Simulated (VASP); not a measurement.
# Pb (Fd-3m) in VASP: notebook, part 2 of 2

VASP 6.6.1. Earlier steps stand in the parts before.

**4. Single point, r2SCAN**

This run uses another cell than the first one, of 40.67 Å³/atom, 1.042 times its volume.

Contents of POSCAR:

```
Pb
1.0
    0.0000000000      3.4390000555      3.4390000555
    3.4390000555      0.0000000000      3.4390000555
    3.4390000555      3.4390000555      0.0000000000
Pb
2
Direct
    0.2500000000      0.2500000000      0.2500000000
    0.0000000000      0.0000000000      0.0000000000
```

Contents of INCAR.step1:

```
  PREC = Accurate
  ENCUT = 520
  ISMEAR = -1
  SIGMA = 0.05
  LREAL = F
  LASPH = T
  NELM = 100
  NBANDS = 21
  GGA = PE
  ALGO = Normal
  EDIFF = 1E-4
  LWAVE = T
  LCHARG = F
```

Contents of INCAR.step2:

```
  PREC = Accurate
  ENCUT = 520
  EDIFF = 1E-7
  ISMEAR = -1
  SIGMA = 0.05
  LREAL = F
  LASPH = T
  NELM = 100
  ALGO = Normal
  ISIF = 2
  LWAVE = F
  LCHARG = T
  METAGGA = R2SCAN
  LMIXTAU = T
  LELF = T
  LVHAR = T
  NBANDS = 21
  ISTART = 1
```

Contents of KPOINTS:

```
Automatic mesh
0
Gamma
  7 7 7
```

Potentials or basis: VASP PAW PBE potentials, release 64 (Pb_d).

On the command line:

```
$ cat potpaw_PBE.64/Pb_d/POTCAR > POTCAR
$ cp INCAR.step1 INCAR
$ mpirun -np 1 vasp_std > vasp.out
$ cp INCAR.step2 INCAR
$ mpirun -np 1 vasp_std > vasp.out
```

OUTCAR:

```text
PREC = Accurate
   ENCUT = 520
   EDIFF = 1E-7
   ISMEAR = -1
   LREAL = F
   LASPH = T
   NELM = 100
   ISIF = 2
   METAGGA = R2SCAN
   ISTART = 1

 ion  position               nearest neighbor table
   1  0.250  0.250  0.250-   2 2.98   2 2.98   2 2.98   2 2.98
   2  0.000  0.000  0.000-   1 2.98   1 2.98   1 2.98   1 2.98

  LATTYP: Found a face centered cubic cell.
 ALAT       =     6.8780001110

  Lattice vectors:

 A1 = (   0.0000000000,   3.4390000555,   3.4390000555)
 A2 = (   3.4390000555,   0.0000000000,   3.4390000555)
 A3 = (   3.4390000555,   3.4390000555,   0.0000000000)

Analysis of symmetry for initial positions (statically):
=====================================================================
 Subroutine PRICEL returns:
 Original cell was already a primitive cell.

 Routine SETGRP: Setting up the symmetry group for a
 face centered cubic supercell.

 Subroutine GETGRP returns: Found 48 space group operations
 (whereof 24 operations were pure point group operations)
 out of a pool of 48 trial point group operations.

The static configuration has the point symmetry T_d .
 The point group associated with its full space group is O_h .

Analysis of symmetry for dynamics (positions and initial velocities):
=====================================================================
 Subroutine PRICEL returns:
 Original cell was already a primitive cell.

 Routine SETGRP: Setting up the symmetry group for a
 face centered cubic supercell.

 Subroutine GETGRP returns: Found 48 space group operations
 (whereof 24 operations were pure point group operations)
 out of a pool of 48 trial point group operations.

The dynamic configuration has the point symmetry T_d .
 The point group associated with its full space group is O_h .

 Subroutine INISYM returns: Found 48 space group operations
 (whereof 24 operations are pure point group operations),
 and found     1 'primitive' translations

[... 105 lines left out ...]
   EFERMI_NEDOS =   21; number of points for ismear=-14 and -15
   IALGO  =     38    algorithm
   IMIX   =      4    mixing-type and parameters
     AMIX     =   0.40;   BMIX     =  1.00
     AMIX_MAG =   1.60;   BMIX_MAG =  1.00
  volume/ion in A,a.u.               =      40.67       274.47
  Fermi-wavevector in a.u.,A,eV,Ry     =   1.147322  2.168124 17.909999  1.316348
  Thomas-Fermi vector in A             =   2.284002
   LORBIT       =      0    0 simple, 1 ext, 2 COOP (PROOUT), +10 PAW based schemes
   METAGGA = R2SCAN    functional components
   LHFCALC =     F    Hartree Fock is set to
   AEXX    =    0.0000 exact exchange contribution
   IVDW    =     0    specifies the selected vdW correction
   LEPSILON=     F    determine dielectric tensor
   LRPA    =     F    only Hartree local field effects (RPA)
 non-spin polarized calculation
  energy-cutoff  :      520.00
  volume of cell :       81.34
 maximum number of plane-waves:      2213
   NGX = 19   NGY = 19   NGZ = 19

 number of electron      28.0000001 magnetization

 Free energy of the ion-electron system (eV)
  ---------------------------------------------------
  ext. energy  EPLUGINS =         0.00000000
  ---------------------------------------------------
  free energy    TOTEN  =      -112.19692314 eV

  energy without entropy =     -112.19130000  energy(sigma->0) =     -112.19411157

 E-fermi :   4.1859     XC(G=0):  -9.0582

 val. band max:        4.1329613091   @ k =  -0.1429   0.1429   0.0000
 cond. band min:       4.2477208675   @ k =   0.1429   0.0000   0.0000
 fundamental gap:      0.1147595584
 Fermi energy:         4.1859321171

 k-point     1 :       0.0000    0.0000    0.0000
  band No.  band energies     occupation
      1     -13.5887      2.00000
      2     -13.5887      2.00000
      3     -13.5887      2.00000
      4     -13.5064      2.00000
      5     -13.5064      2.00000
      6     -13.0499      2.00000
[... 469 lines left out ...]
     20      13.2129      0.00000
     21      14.4050      0.00000

------------------------ aborting loop because EDIFF is reached ----------------------------------------

  FORCE on cell =-STRESS in cart. coord.  units (eV):
  Direction    XX          YY          ZZ          XY          YZ          ZX
  --------------------------------------------------------------------------------------
  -------------------------------------------------------------------------------------
  Total        0.5359532      0.5359532      0.5359532      0.0000000      0.0000000      0.0000000
  in kB       10.5562799     10.5562799     10.5562799      0.0000000      0.0000000      0.0000000
  external PRESSURE =      10.5562799 kB  Pullay stress =       0.0000000 kB

 VOLUME and BASIS-vectors are now :
 -----------------------------------------------------------------------------
  energy-cutoff  :      520.00
  volume of cell :       81.34
      direct lattice vectors                 reciprocal lattice vectors
     0.000000000  3.439000056  3.439000056    -0.145391100  0.145391100  0.145391100
     3.439000056  0.000000000  3.439000056     0.145391100 -0.145391100  0.145391100
     3.439000056  3.439000056  0.000000000     0.145391100  0.145391100 -0.145391100

 POSITION                                       TOTAL-FORCE (eV/Angst)
 -----------------------------------------------------------------------------------
      1.71950      1.71950      1.71950        -0.000000     -0.000000     -0.000000
      0.00000      0.00000      0.00000         0.000000      0.000000      0.000000
 -----------------------------------------------------------------------------------
    total drift:                                0.000000      0.000000      0.000000

  FREE ENERGIE OF THE ION-ELECTRON SYSTEM (eV)
  ---------------------------------------------------
  free  energy   TOTEN  =      -112.1969231376 eV

  energy  without entropy=     -112.1912999970  energy(sigma->0) =     -112.19411157
```

OSZICAR.step1:

```text
N       E                     dE             d eps       ncg     rms          rms(c)
DAV:   1     0.290292870644E+03    0.29029E+03   -0.13738E+04   840   0.146E+03
DAV:   2     0.150629010981E+02   -0.27523E+03   -0.26965E+03   845   0.390E+02
DAV:   3    -0.576740600477E+01   -0.20830E+02   -0.20671E+02  1010   0.134E+02
DAV:   4    -0.654387155767E+01   -0.77647E+00   -0.77573E+00   978   0.313E+01
DAV:   5    -0.658887636229E+01   -0.45005E-01   -0.45004E-01  1266   0.665E+00    0.150E+00
DAV:   6    -0.656890906497E+01    0.19967E-01   -0.31279E-02  1176   0.232E+00    0.866E-01
DAV:   7    -0.656172370950E+01    0.71854E-02   -0.27478E-02  1155   0.217E+00    0.163E-01
DAV:   8    -0.656290711948E+01   -0.11834E-02   -0.49343E-03   993   0.793E-01    0.382E-02
DAV:   9    -0.656315226717E+01   -0.24515E-03   -0.45521E-04   838   0.270E-01    0.203E-02
DAV:  10    -0.656317340435E+01   -0.21137E-04   -0.68124E-05   801   0.982E-02
   1 F= -.65631734E+01 E0= -.65601296E+01  d E =-.608758E-02
```

Run time: 57 s. Hardware: 1 thread of Intel Xeon 6975P-C (Granite Rapids), shared host; peak memory 0.22 GiB.

Results:

| Quantity | Value |
| --- | --- |
| Free energy | -112.1969 eV |
| Pressure | 1.1 GPa |
| Band gap on the k mesh | zero (band 14 reaches 4.59 eV, above the bottom of band 15 at 3.42 eV) |

Caveat: the PAW data sets were made with another functional, which shifts forces and pressure a little; spin-orbit coupling is left out, which moves the levels of the heavy elements.

**5. Summary**

| cell | gap on the mesh (eV) | pressure (GPa) |
| --- | --- | --- |
| a = 4.798 Å, angles 60.0°, 2 atoms | none | 2.6 |
| a = 4.831 Å, angles 60.0°, 2 atoms | none | 1.8 |
| a = 4.863 Å, angles 60.0°, 2 atoms | none | 1.1 |

Alike in all rows: task single point; level r2SCAN; potentials or basis VASP PAW PBE potentials, release 64 (Pb_d); no spin polarisation; k mesh 7 × 7 × 7; cutoff (eV) 520; smearing fermi-dirac 0.05 eV.

Caveats: the PAW data sets were made with another functional, which shifts forces and pressure a little; spin-orbit coupling is left out, which moves the levels of the heavy elements.

Absolute energies hang on the potentials; compare differences alone.
